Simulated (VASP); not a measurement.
Ni3Hg, 4 atoms in the cell. The structure is tetragonal, space group P4mm (No. 99). Conventional cell: a = 3.745 Å, b = 3.745 Å, c = 3.745 Å, α = 90.00°, β = 90.00°, γ = 90.00°. Ni (site symmetry 4mm) has 8 Ni at 2.64 to 2.66 Å and 4 Hg at 2.65 Å within 3.5 Å. Ni (site symmetry 2mm) has 8 Ni at 2.64 to 2.66 Å and 4 Hg at 2.65 Å within 3.5 Å. Within 3.5 Å of Hg (site symmetry 4mm) lie 12 Ni at 2.65 Å. 

```yaml
Program: VASP 6.6.1
Task: single point
Functional: PBEsol
Potentials_or_basis: VASP PAW PBE potentials, release 64 (Ni, Hg)
Cutoff: 520 eV
k_mesh: 6 × 6 × 6
Occupations: fermi-dirac, width 0.1 eV
Spin: collinear spin, ferromagnetic start
Starting_moments: "[2.0, 2.0, 2.0, 0.0] μB"
Dipole_correction: no
Further_INCAR_settings: ALGO = Normal; EDIFF = 1e-06; NBANDS = 33
```

Potentials or basis: VASP PAW PBE potentials, release 64 (Ni, Hg).

Command:

```bash
$ cat potpaw_PBE.64/Ni/POTCAR potpaw_PBE.64/Hg/POTCAR > POTCAR
$ mpirun -np 1 vasp_std > vasp.out
```

Hardware: 1 thread of Intel Xeon 8259CL, on a shared host.

Q: How long does it take, and how much memory?

A: Wall time 5 min on 1 thread of Intel Xeon 8259CL, with other jobs on the host, peak memory 0.24 GiB. Counts: scf iterations 15, k points 40.
